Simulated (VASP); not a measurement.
# SnS (Pnma) in VASP: single point with PBE

Aim: the single point of SnS with PBE.

All numbers are computed with VASP 6.6.1; they aren't measurements. Logs are shortened: lines on timing, memory, paths and dates and some standing lists are left out, and cuts for length are marked.

### 1 The cell of the first run

Symmetry: Pnma, No. 62, orthorhombic system. Conventional cell: a = 11.447 Å, b = 4.022 Å, c = 4.457 Å, α = 90.00°, β = 90.00°, γ = 90.00°. Sn (site symmetry m) has 6 S at 2.66 to 3.47 Å and 2 Sn at 3.62 Å within 3.7 Å. S (site symmetry m) has 6 Sn at 2.66 to 3.47 Å within 3.5 Å.

### 2 Single point, PBE

INCAR

```
SYSTEM = SnS
ALGO = Normal
EDIFF = 1E-6
ENCUT = 500
GGA = PE
GGA_COMPAT = .FALSE.
ISIF = 2
ISMEAR = 0
LASPH = .TRUE.
LCHARG = .TRUE.
LELF = .TRUE.
LREAL = .FALSE.
LVHAR = .TRUE.
LWAVE = .FALSE.
NBANDS = 50
NELM = 120
PREC = Accurate
SIGMA = 0.02
```

KPOINTS

```
k-points
0
G
  4 8 6
  0 0 0
```

POSCAR

```
SnS
1.0
   11.4474433243      0.0000000000      0.0000000000
    0.0000000000      4.0222571035      0.0000000000
    0.0000000000      0.0000000000      4.4565668332
Sn S
4 4
Direct
    0.6215252402      0.2500000000      0.3694951723
    0.3784747598      0.7500000000      0.6305048277
    0.8784747598      0.7500000000      0.8694951723
    0.1215252402      0.2500000000      0.1305048277
    0.3498526910      0.2500000000      0.0226094812
    0.6501473090      0.7500000000      0.9773905188
    0.1501473090      0.7500000000      0.5226094812
    0.8498526910      0.2500000000      0.4773905188
```

Potentials or basis: VASP PAW PBE potentials, release 64 (Sn_d, S).

Command:

```bash
$ cat potpaw_PBE.64/Sn_d/POTCAR potpaw_PBE.64/S/POTCAR > POTCAR
$ mpirun -np 1 vasp_std > vasp.out
```

OUTCAR:

```text
SYSTEM = SnS
   EDIFF = 1E-6
   ENCUT = 500
   GGA = PE
   ISIF = 2
   ISMEAR = 0
   LASPH = .TRUE.
   LREAL = .FALSE.
   NELM = 120
   PREC = Accurate

 ion  position               nearest neighbor table
   1  0.622  0.250  0.369-   8 2.66   6 2.68   6 2.68   2 3.62   2 3.62
   2  0.378  0.750  0.631-   7 2.66   5 2.68   5 2.68   1 3.62   1 3.62
   3  0.878  0.750  0.869-   6 2.66   8 2.68   8 2.68   4 3.62   4 3.62
   4  0.122  0.250  0.131-   5 2.66   7 2.68   7 2.68   3 3.62   3 3.62
   5  0.350  0.250  0.023-   4 2.66   2 2.68   2 2.68
   6  0.650  0.750  0.977-   3 2.66   1 2.68   1 2.68
   7  0.150  0.750  0.523-   2 2.66   4 2.68   4 2.68
   8  0.850  0.250  0.477-   1 2.66   3 2.68   3 2.68

  LATTYP: Found a simple orthorhombic cell.
 ALAT       =     4.0222571035
 B/A-ratio  =     1.1079766207
 C/A-ratio  =     2.8460247641

  Lattice vectors:

 A1 = (   0.0000000000,   4.0222571035,   0.0000000000)
 A2 = (   0.0000000000,   0.0000000000,   4.4565668332)
 A3 = (  11.4474433243,   0.0000000000,   0.0000000000)

Analysis of symmetry for initial positions (statically):
=====================================================================
 Subroutine PRICEL returns:
 Original cell was already a primitive cell.

 Routine SETGRP: Setting up the symmetry group for a
 simple orthorhombic supercell.

 Subroutine GETGRP returns: Found  8 space group operations
 (whereof  2 operations were pure point group operations)
 out of a pool of  8 trial point group operations.

The static configuration has the point symmetry S_2 .
 The point group associated with its full space group is D_2h.

Analysis of symmetry for dynamics (positions and initial velocities):
=====================================================================
 Subroutine PRICEL returns:
 Original cell was already a primitive cell.

 Routine SETGRP: Setting up the symmetry group for a
 simple orthorhombic supercell.

 Subroutine GETGRP returns: Found  8 space group operations
 (whereof  2 operations were pure point group operations)
 out of a pool of  8 trial point group operations.

The dynamic configuration has the point symmetry S_2 .
 The point group associated with its full space group is D_2h.

 Subroutine INISYM returns: Found  8 space group operations
 (whereof  2 operations are pure point group operations),
 and found     1 'primitive' translations

----------------------------------------------------------------------------------------

                                     Primitive cell

  volume of cell :     205.2007

  direct lattice vectors                    reciprocal lattice vectors
    11.447443324  0.000000000  0.000000000     0.087355750  0.000000000  0.000000000
     0.000000000  4.022257104  0.000000000     0.000000000  0.248616628  0.000000000
     0.000000000  0.000000000  4.456566833     0.000000000  0.000000000  0.224387973

  length of vectors
    11.447443324  4.022257104  4.456566833     0.087355750  0.248616628  0.224387973

  position of ions in fractional coordinates (direct lattice)
     0.621525240  0.250000000  0.369495172
     0.378474760  0.750000000  0.630504828
     0.878474760  0.750000000  0.869495172
     0.121525240  0.250000000  0.130504828
     0.349852691  0.250000000  0.022609481
     0.650147309  0.750000000  0.977390519
     0.150147309  0.750000000  0.522609481
     0.849852691  0.250000000  0.477390519

  ion indices of the primitive-cell ions
   primitive index   ion index
                 1           1
                 2           2
                 3           3
                 4           4
                 5           5
                 6           6
                 7           7
                 8           8

----------------------------------------------------------------------------------------

 KPOINTS: k-points

Automatic generation of k-mesh.
 Grid dimensions read from file:
 generate k-points for:    4    8    6

 Generating k-lattice:

  Cartesian coordinates                     Fractional coordinates (reciprocal lattice)
     0.021838938  0.000000000  0.000000000     0.250000000  0.000000000  0.000000000
     0.000000000  0.031077079  0.000000000     0.000000000  0.125000000  0.000000000
     0.000000000  0.000000000  0.037397996     0.000000000  0.000000000  0.166666667

  Length of vectors
     0.021838938  0.031077079  0.037397996

  Shift w.r.t. Gamma in fractional coordinates (k-lattice)
     0.000000000  0.000000000  0.000000000

 Subroutine IBZKPT returns following result:
 ===========================================

 Found     60 irreducible k-points:

 Following reciprocal coordinates:
            Coordinates               Weight
  0.000000  0.000000  0.000000      1.000000
  0.250000  0.000000  0.000000      2.000000
  0.500000  0.000000  0.000000      1.000000
  0.000000  0.125000  0.000000      2.000000
  0.250000  0.125000  0.000000      4.000000
  0.500000  0.125000  0.000000      2.000000
[... 16 lines left out ...]
  0.250000  0.250000  0.166667      8.000000
  0.500000  0.250000  0.166667      4.000000
 [... further k-points ...]
   k-points           NKPTS =     60   k-points in BZ     NKDIM =     60   number of bands    NBANDS=     50
   number of dos      NEDOS =    301   number of ions     NIONS =      8
   total plane-waves  NPLWV =  90720
   dimension x,y,z NGX =    84 NGY =   30 NGZ =   36
   dimension x,y,z NGXF=   168 NGYF=   60 NGZF=   72
   ions per type =               4   4
   NGX,Y,Z   is equivalent  to a cutoff of  12.20, 12.40, 13.43 a.u.
   NGXF,Y,Z  is equivalent  to a cutoff of  24.40, 24.80, 26.86 a.u.
 SYSTEM =  SnS
   PREC   = accura    normal or accurate (medium, high low for compatibility)
   ISTART =      0    job   : 0-new  1-cont  2-samecut
   ICHARG =      2    charge: 1-file 2-atom 10-const
   ISPIN  =      1    spin polarized calculation?
   LNONCOLLINEAR =      F non collinear calculations
   LSORBIT =      F    spin-orbit coupling
   LASPH  =      T    aspherical Exc in radial PAW
   ENCUT  =  500.0 eV  36.75 Ry    6.06 a.u.  20.87  7.33  8.13*2*pi/ulx,y,z
   NELM   =    120;   NELMIN=  2; NELMDL= -5     # of ELM steps
   EDIFF  = 0.1E-05   stopping-criterion for ELM
   LREAL  =      F    real-space projection
   EDIFFG = 0.1E-04   stopping-criterion for IOM
   NSW    =      0    number of steps for IOM
   IBRION =     -1    ionic relax: 0-MD 1-quasi-New 2-CG
   NFREE  =      0    steps in history (QN), initial steepest desc. (CG)
   ISIF   =      2    stress and relaxation
   ISYM   =      2    0-nonsym 1-usesym 2-fastsym
   POTIM  = 0.5000    time-step for ionic-motion
   TEBEG  =    0.0;   TEEND  =   0.0 temperature during run
   PSTRESS=    0.0 pullay stress
   NELECT =      80.0000    total number of electrons
   NUPDOWN=      -1.0000    fix difference up-down
   EMIN   =  10.00;   EMAX   =-10.00  energy-range for DOS
   EFERMI =   0.00;   METHOD = LEGACY
   ISMEAR =     0;   SIGMA  =   0.02  broadening in eV -4-tet -1-fermi 0-gaus
   EFERMI_NEDOS =   21; number of points for ismear=-14 and -15
   IALGO  =     38    algorithm
   IMIX   =      4    mixing-type and parameters
     AMIX     =   0.40;   BMIX     =  1.00
     AMIX_MAG =   1.60;   BMIX_MAG =  1.00
  volume/ion in A,a.u.               =      25.65       173.10
  Fermi-wavevector in a.u.,A,eV,Ry     =   1.195947  2.260012 19.460264  1.430289
  Thomas-Fermi vector in A             =   2.331900
   LORBIT       =      0    0 simple, 1 ext, 2 COOP (PROOUT), +10 PAW based schemes
   GGA     = PE    functional components
   LHFCALC =     F    Hartree Fock is set to
   AEXX    =    0.0000 exact exchange contribution
   IVDW    =     0    specifies the selected vdW correction
   LEPSILON=     F    determine dielectric tensor
   LRPA    =     F    only Hartree local field effects (RPA)
 non-spin polarized calculation
 Gauss-broadening in eV      SIGMA  =   0.02
  energy-cutoff  :      500.00
  volume of cell :      205.20
 maximum number of plane-waves:      5248
 NGX is ok and might be reduce to    84
   NGX = 41   NGY = 15   NGZ = 17

 number of electron      80.0000028 magnetization

 Free energy of the ion-electron system (eV)
  ---------------------------------------------------
  ext. energy  EPLUGINS =         0.00000000
  ---------------------------------------------------
  free energy    TOTEN  =       -35.46191368 eV

  energy without entropy =      -35.46191368  energy(sigma->0) =      -35.46191368

 E-fermi :   5.5127     XC(G=0):  -9.5577

 val. band max:        5.3771309373   @ k =   0.5000   0.0000   0.5000
 cond. band min:       6.4251433069   @ k =   0.0000   0.3750   0.0000
 fundamental gap:      1.0480123696
 Fermi energy:         5.5127466732

 k-point     1 :       0.0000    0.0000    0.0000
  band No.  band energies     occupation
      1     -15.7149      2.00000
      2     -15.7052      2.00000
      3     -15.6982      2.00000
      4     -15.6941      2.00000
      5     -15.6904      2.00000
      6     -15.6870      2.00000
[... 42 lines left out ...]
     49      10.4779      0.00000
     50      10.8029      0.00000

 k-point     2 :       0.2500    0.0000    0.0000
  band No.  band energies     occupation
      1     -15.7137      2.00000
      2     -15.7070      2.00000
      3     -15.6974      2.00000
      4     -15.6946      2.00000
      5     -15.6901      2.00000
      6     -15.6881      2.00000
[... 42 lines left out ...]
     49      10.5580      0.00000
     50      10.7543      0.00000

 k-point     3 :       0.5000    0.0000    0.0000
  band No.  band energies     occupation
      1     -15.7106      2.00000
      2     -15.7106      2.00000
      3     -15.6959      2.00000
      4     -15.6959      2.00000
      5     -15.6893      2.00000
      6     -15.6893      2.00000
[... 1102 lines left out ...]
     49       9.7486      0.00000
     50      10.2052      0.00000

 k-point    24 :       0.5000    0.2500    0.1667
  band No.  band energies     occupation
      1     -15.7031      2.00000
      2     -15.7031      2.00000
      3     -15.6977      2.00000
      4     -15.6977      2.00000
      5     -15.6881      2.00000
      6     -15.6881      2.00000
[... 42 lines left out ...]
     49       9.9226      0.00000
     50       9.9227      0.00000

 [... further k-points ...]

------------------------ aborting loop because EDIFF is reached ----------------------------------------

  FORCE on cell =-STRESS in cart. coord.  units (eV):
  Direction    XX          YY          ZZ          XY          YZ          ZX
  --------------------------------------------------------------------------------------
  -------------------------------------------------------------------------------------
  Total       -0.1047551     -0.0655948     -0.0320304      0.0000000      0.0000000      0.0000000
  in kB       -0.8179126     -0.5121549     -0.2500884      0.0000000      0.0000000      0.0000000
  external PRESSURE =      -0.5267186 kB  Pullay stress =       0.0000000 kB

 VOLUME and BASIS-vectors are now :
 -----------------------------------------------------------------------------
  energy-cutoff  :      500.00
  volume of cell :      205.20
      direct lattice vectors                 reciprocal lattice vectors
    11.447443324  0.000000000  0.000000000     0.087355750  0.000000000  0.000000000
     0.000000000  4.022257104  0.000000000     0.000000000  0.248616628  0.000000000
     0.000000000  0.000000000  4.456566833     0.000000000  0.000000000  0.224387973

 POSITION                                       TOTAL-FORCE (eV/Angst)
 -----------------------------------------------------------------------------------
      7.11487      1.00556      1.64668        -0.001472      0.000000      0.008935
      4.33257      3.01669      2.80989         0.001472     -0.000000     -0.008935
     10.05629      3.01669      3.87496         0.001472     -0.000000      0.008935
      1.39115      1.00556      0.58160        -0.001472      0.000000     -0.008935
      4.00492      1.00556      0.10076        -0.000737      0.000000      0.007848
      7.44252      3.01669      4.35581         0.000737     -0.000000     -0.007848
      1.71880      3.01669      2.32904         0.000737     -0.000000      0.007848
      9.72864      1.00556      2.12752        -0.000737     -0.000000     -0.007848
 -----------------------------------------------------------------------------------
    total drift:                               -0.000000     -0.000000      0.000000

  FREE ENERGIE OF THE ION-ELECTRON SYSTEM (eV)
  ---------------------------------------------------
  free  energy   TOTEN  =       -35.4619136764 eV

  energy  without entropy=      -35.4619136764  energy(sigma->0) =      -35.46191368
```

Run time: 7.4 min. Hardware: 1 thread of Intel Xeon Platinum 8259CL at 2.50GHz (Skylake/Cascade Lake), shared host; peak memory 0.55 GiB.

What came out:

```yaml
Free_energy: -35.4619 eV
Pressure: -0.1 GPa
Largest_force: 0.009 eV/Å
Band_gap_on_the_k_mesh: 1.05 eV (least direct gap 1.33 eV)
```

Forces on the atoms (eV/Å):
```
Sn  -0.001  0.000  0.009
Sn   0.001  0.000 -0.009
Sn   0.001  0.000  0.009
Sn  -0.001  0.000 -0.009
S   -0.001  0.000  0.008
S    0.001  0.000 -0.008
S    0.001  0.000  0.008
S   -0.001  0.000 -0.008
```

Caveat: spin-orbit coupling is left out, which moves the levels of the heavy elements. A k mesh can miss the band edges.
